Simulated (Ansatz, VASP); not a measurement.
## Two plane-wave programs on B

```
B
1.0
     2.72994    0.00000    0.00000
    -1.36497    2.36420    0.00000
     0.00000    0.00000   19.16261
B
16
Direct
  0.33333 0.66667 0.81412
  0.00000 0.00000 0.67518
  0.66667 0.33333 0.37084
  0.66667 0.33333 0.54340
  0.00000 0.00000 0.41022
  0.33333 0.66667 0.09896
  0.00000 0.00000 0.23808
  0.66667 0.33333 0.95655
  0.66667 0.33333 0.04345
  0.66667 0.33333 0.62916
  0.33333 0.66667 0.90104
  0.00000 0.00000 0.32482
  0.00000 0.00000 0.76192
  0.00000 0.00000 0.58978
  0.33333 0.66667 0.18588
  0.66667 0.33333 0.45660
```

Alike in both runs: functional PBE; k mesh 6 × 6 × 1; occupations gaussian, width 0.1 eV; no spin polarisation.

Ansatz relaxed the structure, and its values are those at the end. VASP's run is a single point on that final structure, the one shown.

|  | VASP | Ansatz |
| --- | --- | --- |
| version | VASP 6.6.1 | Ansatz 0.2.0 |
| potentials or method | VASP PAW PBE potentials, release 64 (B), cutoff 520 eV | scalar-relativistic, plane waves, PAW |
| valence electrons in the cell | 48 | 48 |

Ansatz gave:

```
gap on the k mesh at the Fermi level (eV) : none
pressure (GPa)                            : 0.0
rms of the force components (eV/Å)        : 0.001
```

Q: Which values does VASP return?

A: gap on the k mesh at the Fermi level (eV): none; pressure (GPa): 0.0; rms of the force components (eV/Å): 0.007.

A gap of «none» marks a metal or a gap that the smearing closes.

The k mesh is coarse, so the values compare programs but aren't converged.
